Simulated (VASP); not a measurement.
# CdS (P1) in VASP: single point with PBEsol+D4

Aim: the single point of CdS with PBEsol+D4.

Program: VASP 6.6.1. These are calculated values, not measurements. Logs are shortened: lines on timing, memory, paths and dates and some standing lists are left out, and cuts for length are marked.

## Step 1: The cell of the first run

The typed cell holds 2 atoms: a = 4.125 Å, b = 4.125 Å, c = 4.125 Å, α = 60.00°, β = 60.00°, γ = 60.00°.

## Step 2: Single point, PBEsol+D4 (atoms moved at random)

INCAR reads:

```
SYSTEM = CdS
  ALGO = Normal
  EDIFF = 1E-7
  ENCUT = 520
  GGA = PS
  ISIF = 2
  ISMEAR = -5
  IVDW = 13
  LASPH = .TRUE.
  LCHARG = .TRUE.
  LELF = .TRUE.
  LREAL = .FALSE.
  LVHAR = .TRUE.
  LWAVE = .FALSE.
  NBANDS = 16
  NELM = 60
  PREC = Accurate
  SIGMA = 0.05
```

KPOINTS reads:

```
k-points
0
G
  8 8 8
  0 0 0
```

POSCAR reads:

```
CdS
1.0
    4.1245538547      0.0000000000      0.0000000000
    2.0622769274      3.5719684174      0.0000000000
    2.0622769274      1.1906561391      3.3676841202
Cd S
1 1
Direct
    0.0207050000     -0.0001280000     -0.0174580000
    0.7342270000      0.7486330000      0.7554430000
```

Potentials or basis: VASP PAW PBE potentials, release 64 (Cd, S).

Started as:

```bash
cat potpaw_PBE.64/Cd/POTCAR potpaw_PBE.64/S/POTCAR > POTCAR
mpirun -np 1 vasp_std > vasp.out
```

OUTCAR:

```text
SYSTEM = CdS
   EDIFF = 1E-7
   ENCUT = 520
   GGA = PS
   ISIF = 2
   ISMEAR = -5
   IVDW = 13
   LASPH = .TRUE.
   LREAL = .FALSE.
   NELM = 60
   PREC = Accurate

 ion  position               nearest neighbor table
   1  0.021  1.000  0.983-   2 2.40   2 2.53   2 2.58   2 2.61
   2  0.734  0.749  0.755-   1 2.40   1 2.53   1 2.58   1 2.61

  LATTYP: Found a face centered cubic cell.
 ALAT       =     5.8330000000

  Lattice vectors:

 A1 = (   4.1245538547,   0.0000000000,   0.0000000000)
 A2 = (   2.0622769274,   3.5719684174,   0.0000000000)
 A3 = (   2.0622769274,   1.1906561391,   3.3676841202)

Analysis of symmetry for initial positions (statically):
=====================================================================
 Subroutine PRICEL returns:
 Original cell was already a primitive cell.

 Routine SETGRP: Setting up the symmetry group for a
 face centered cubic supercell.

 Subroutine GETGRP returns: Found  1 space group operations
 (whereof  1 operations were pure point group operations)
 out of a pool of 48 trial point group operations.

The static configuration has the point symmetry C_1 .

Analysis of symmetry for dynamics (positions and initial velocities):
=====================================================================
 Subroutine PRICEL returns:
 Original cell was already a primitive cell.

 Routine SETGRP: Setting up the symmetry group for a
 face centered cubic supercell.

 Subroutine GETGRP returns: Found  1 space group operations
 (whereof  1 operations were pure point group operations)
 out of a pool of 48 trial point group operations.

The dynamic configuration has the point symmetry C_1 .

 Subroutine INISYM returns: Found  1 space group operations
 (whereof  1 operations are pure point group operations),
 and found     1 'primitive' translations

----------------------------------------------------------------------------------------

                                     Primitive cell

  volume of cell :      49.6153

  direct lattice vectors                    reciprocal lattice vectors
     4.124553855  0.000000000  0.000000000     0.242450465 -0.139978841 -0.098979988
     2.062276927  3.571968417  0.000000000     0.000000000  0.279957682 -0.098979988
     2.062276927  1.190656139  3.367684120     0.000000000  0.000000000  0.296939964

  length of vectors
     4.124553855  4.124553855  4.124553855     0.296939964  0.296939964  0.296939964

  position of ions in fractional coordinates (direct lattice)
     0.020705000  0.999872000  0.982542000
     0.734227000  0.748633000  0.755443000

  ion indices of the primitive-cell ions
   primitive index   ion index
[... 79 lines left out ...]
   NSW    =      0    number of steps for IOM
   IBRION =     -1    ionic relax: 0-MD 1-quasi-New 2-CG
   NFREE  =      0    steps in history (QN), initial steepest desc. (CG)
   ISIF   =      2    stress and relaxation
   ISYM   =      2    0-nonsym 1-usesym 2-fastsym
   POTIM  = 0.5000    time-step for ionic-motion
   TEBEG  =    0.0;   TEEND  =   0.0 temperature during run
   PSTRESS=    0.0 pullay stress
   NELECT =      18.0000    total number of electrons
   NUPDOWN=      -1.0000    fix difference up-down
   EMIN   =  10.00;   EMAX   =-10.00  energy-range for DOS
   EFERMI =   0.00;   METHOD = LEGACY
   ISMEAR =    -5;   SIGMA  =   0.05  broadening in eV -4-tet -1-fermi 0-gaus
   EFERMI_NEDOS =   21; number of points for ismear=-14 and -15
   IALGO  =     38    algorithm
   IMIX   =      4    mixing-type and parameters
     AMIX     =   0.40;   BMIX     =  1.00
     AMIX_MAG =   1.60;   BMIX_MAG =  1.00
  volume/ion in A,a.u.               =      24.81       167.41
  Fermi-wavevector in a.u.,A,eV,Ry     =   1.167599  2.206442 18.548649  1.363287
  Thomas-Fermi vector in A             =   2.304097
   LORBIT       =      0    0 simple, 1 ext, 2 COOP (PROOUT), +10 PAW based schemes
   GGA     = PS    functional components
   LHFCALC =     F    Hartree Fock is set to
   AEXX    =    0.0000 exact exchange contribution
   IVDW    =    13    specifies the selected vdW correction
   LEPSILON=     F    determine dielectric tensor
   LRPA    =     F    only Hartree local field effects (RPA)
 non-spin polarized calculation
 Fermi weights with tetrahedron method with Bloechl corrections
  energy-cutoff  :      520.00
  volume of cell :       49.62
 maximum number of plane-waves:      1363
   NGX = 15   NGY = 15   NGZ = 15

 number of electron      18.0000002 magnetization

 Free energy of the ion-electron system (eV)
  ---------------------------------------------------
  ext. energy  EPLUGINS =         0.00000000
  ---------------------------------------------------
  free energy    TOTEN  =        -6.76297393 eV

  energy without entropy =       -6.76297393  energy(sigma->0) =       -6.76297393

 E-fermi :   1.3281     XC(G=0):  -9.3774

 val. band max:        1.2363906369   @ k =   0.0000   0.0000   0.0000
 cond. band min:       2.2414743963   @ k =   0.0000   0.0000   0.0000
 fundamental gap:      1.0050837594
 Fermi energy:         1.3280847029

 k-point     1 :       0.0000    0.0000    0.0000
  band No.  band energies     occupation
      1     -11.2004      2.00000
      2      -6.6411      2.00000
      3      -6.5173      2.00000
      4      -6.4599      2.00000
      5      -6.0523      2.00000
      6      -6.0479      2.00000
[... 433 lines left out ...]
      3      -6.4448      2.00000
      4      -6.2897      2.00000
      5      -6.0639      2.00000
      6      -6.0259      2.00000
[... 8 lines left out ...]
     15      12.6167      0.00000
     16      13.6871      0.00000

 [... further k-points ...]

------------------------ aborting loop because EDIFF is reached ----------------------------------------

  DFT-D4 for vdW energy calculation

  Edisp (eV):   -0.37060

  FORCE on cell =-STRESS in cart. coord.  units (eV):
  Direction    XX          YY          ZZ          XY          YZ          ZX
  --------------------------------------------------------------------------------------
  -------------------------------------------------------------------------------------
  Total       0.34146    -0.08169    -0.76503    -0.72185     0.16860    -0.44737
  in kB      11.02646    -2.63780   -24.70440   -23.30992     5.44451   -14.44632
  external pressure =       -5.44 kB  Pullay stress =        0.00 kB

 VOLUME and BASIS-vectors are now :
 -----------------------------------------------------------------------------
  energy-cutoff  :      520.00
  volume of cell :       49.62
      direct lattice vectors                 reciprocal lattice vectors
     4.124553855  0.000000000  0.000000000     0.242450465 -0.139978841 -0.098979988
     2.062276927  3.571968417  0.000000000     0.000000000  0.279957682 -0.098979988
     2.062276927  1.190656139  3.367684120     0.000000000  0.000000000  0.296939964

 POSITION                                       TOTAL-FORCE (eV/Angst)
 -----------------------------------------------------------------------------------
      4.17369      4.74138      3.30889        -0.681926      0.238832      0.394252
      6.13018      3.57357      2.54409         0.681926     -0.238832     -0.394252
 -----------------------------------------------------------------------------------
    total drift:                               -0.000426     -0.000002      0.000275

  FREE ENERGIE OF THE ION-ELECTRON SYSTEM (eV)
  ---------------------------------------------------
  free  energy   TOTEN  =        -7.1335749069 eV

  energy  without entropy=       -7.1335749069  energy(sigma->0) =       -7.13357491
```

OSZICAR:

```text
N       E                     dE             d eps       ncg     rms          rms(c)
DAV:   1     0.107862948847E+03    0.10786E+03   -0.89827E+03  8448   0.103E+03
DAV:   2    -0.307772463714E+01   -0.11094E+03   -0.10502E+03 10320   0.253E+02
DAV:   3    -0.724651561542E+01   -0.41688E+01   -0.41616E+01 10216   0.511E+01
DAV:   4    -0.727177037731E+01   -0.25255E-01   -0.25253E-01 10752   0.392E+00
DAV:   5    -0.727210191876E+01   -0.33154E-03   -0.33154E-03 10280   0.422E-01    0.798E+00
DAV:   6    -0.678605185109E+01    0.48605E+00   -0.80804E-01 12792   0.123E+01    0.639E+00
DAV:   7    -0.676558555526E+01    0.20466E-01   -0.16902E-01 10904   0.293E+00    0.303E+00
DAV:   8    -0.676314812919E+01    0.24374E-02   -0.17458E-02  9960   0.167E+00    0.257E-01
DAV:   9    -0.676289587229E+01    0.25226E-03   -0.20663E-03 10568   0.690E-01    0.547E-02
DAV:  10    -0.676293394473E+01   -0.38072E-04   -0.20040E-04 10616   0.164E-01    0.592E-02
DAV:  11    -0.676297797588E+01   -0.44031E-04   -0.77315E-05 10248   0.796E-02    0.241E-02
DAV:  12    -0.676297351448E+01    0.44614E-05   -0.14928E-05 11248   0.483E-02    0.872E-03
DAV:  13    -0.676297406108E+01   -0.54661E-06   -0.21049E-06  9728   0.833E-03    0.337E-03
DAV:  14    -0.676297394681E+01    0.11428E-06   -0.16479E-07 10304   0.293E-03    0.249E-03
DAV:  15    -0.676297393303E+01    0.13781E-07   -0.26148E-08  5392   0.102E-03
   1 F= -.71335749E+01 E0= -.71335749E+01  d E =0.000000E+00
```

stdout:

```text
POSCAR found type information on POSCAR CdS
 POSCAR found :  2 types and       2 ions
 scaLAPACK will be used
 -----------------------------------------------------------------------------
|                                                                             |
|                                                                             |
|     You enforced a specific xc type in the INCAR file but a different       |
|     I HOPE YOU KNOW WHAT YOU ARE DOING!                                     |
|                                                                             |
 -----------------------------------------------------------------------------

 LDA part: xc-table for (Slater+PW92), standard interpolation
 POSCAR, INCAR and KPOINTS ok, starting setup
 FFT: planning ... GRIDC
 FFT: planning ... GRID_SOFT
 FFT: planning ... GRID
 WAVECAR not read
 entering main loop
```

It took 4.9 min on 1 thread of AMD EPYC 7R13, shared host; peak memory 0.3 GiB.

Results:

* Free energy: -7.1336 eV
* Pressure: -0.5 GPa
* Largest force: 0.823 eV/Å
* Band gap on the k mesh: 1.01 eV
* Dispersion energy per atom: -0.185 eV

Forces on the atoms (eV/Å):
```
Cd  -0.682  0.239  0.394
S    0.682 -0.239 -0.394
```

Caveat: the cell differs from its parent crystal (atoms moved at random); the PAW data sets were made with another functional, which shifts forces and pressure a little.
